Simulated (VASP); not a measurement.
Here is a VASP 6.6.1 calculation.

INCAR

```
SYSTEM = PtSe2
PREC = Accurate ; ENCUT = 500
EDIFF = 1E-6 ; ISMEAR = -1
SIGMA = 0.02 ; LREAL = .False.
LASPH = .True. ; NELM = 120
ALGO = Normal ; ISIF = 2
LWAVE = .False. ; LCHARG = .True.
GGA = PE ; LELF = .True.
LVHAR = .True. ; NBANDS = 18
GGA_COMPAT = .False.
```

Contents of KPOINTS:

```
regular mesh
0
Gamma
  5 5 3
  0 0 0
```

File POSCAR:

```
PtSe2
1.0
    3.7240000000      0.0000000000      0.0000000000
   -1.8620000000      3.2250786037      0.0000000000
    0.0000000000      0.0000000000      5.0620000000
Pt Se
1 2
Direct
    0.0000000000      0.0000000000      0.0000000000
    0.6666666667      0.3333333333      0.7500000000
    0.3333333333      0.6666666667      0.2500000000
```

Potentials or basis: VASP PAW PBE potentials, release 64 (Pt, Se).

Run with:

```console
$ cat potpaw_PBE.64/Pt/POTCAR potpaw_PBE.64/Se/POTCAR > POTCAR
$ mpirun -np 1 vasp_std > vasp.out
```

What does it give for the largest force?

0.523 eV/Å.

Estimate the pressure.

7.2 GPa.

Estimate the band gap on the k mesh.

zero (band 11 reaches 6.94 eV, above the bottom of band 12 at 6.80 eV).

Stress tensor (GPa, compression positive):
```
8.09 0.00 0.00
0.00 8.09 0.00
0.00 0.00 5.44
```

Caveat: the k points lie up to 0.41 Å⁻¹ apart; spin-orbit coupling is left out, which moves the levels of the heavy elements.
